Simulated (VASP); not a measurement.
A run of VASP 6.6.1 is set up as follows.

INCAR

```
SYSTEM = MoS2
ALGO = Normal
EDIFF = 1E-8
ENCUT = 520
GGA = CA
ISIF = 2
ISMEAR = -1
LASPH = .TRUE.
LCHARG = .FALSE.
LEFG = .TRUE.
LREAL = .FALSE.
LWAVE = .FALSE.
NBANDS = 35
NELM = 60
PREC = Accurate
SIGMA = 0.03
```

KPOINTS

```
k-points
0
G
  10 10 3
  0 0 0
```

Contents of POSCAR:

```
MoS2
1.0
    3.1610016016     -0.0316100160     -0.0316100160
   -1.6078758777      2.7533126964     -0.0115700689
   -0.1229500000     -0.1229500000     12.2950000000
Mo S
2 4
Direct
    0.3333333333      0.6666666667      0.2500000000
    0.6666666667      0.3333333333      0.7500000000
    0.3333333333      0.6666666667      0.6275000000
    0.6666666667      0.3333333333      0.1275000000
    0.3333333333      0.6666666667      0.8725000000
    0.6666666667      0.3333333333      0.3725000000
```

Potentials or basis: VASP PAW LDA potentials, release 64 (Mo_sv, S).

Command:

```sh
$ cat potpaw_LDA.64/Mo_sv/POTCAR potpaw_LDA.64/S/POTCAR > POTCAR
$ mpirun -np 1 vasp_std > vasp.out
```

Question: Estimate the largest force.

Answer: 0.966 eV/Å.

Question: Predict the pressure.

Answer: 1.4 GPa.

Stress tensor (GPa, compression positive):
```
-0.90  1.81  3.07
 1.81 -0.87  3.07
 3.07  3.07  5.93
```

Caveat: the cell differs from its parent crystal (equal xy, yz and zx shear strains of -2 %); without QUAD_EFG the Cq values of the log hold for a quadrupole moment of 1 mb, not for the nuclei.
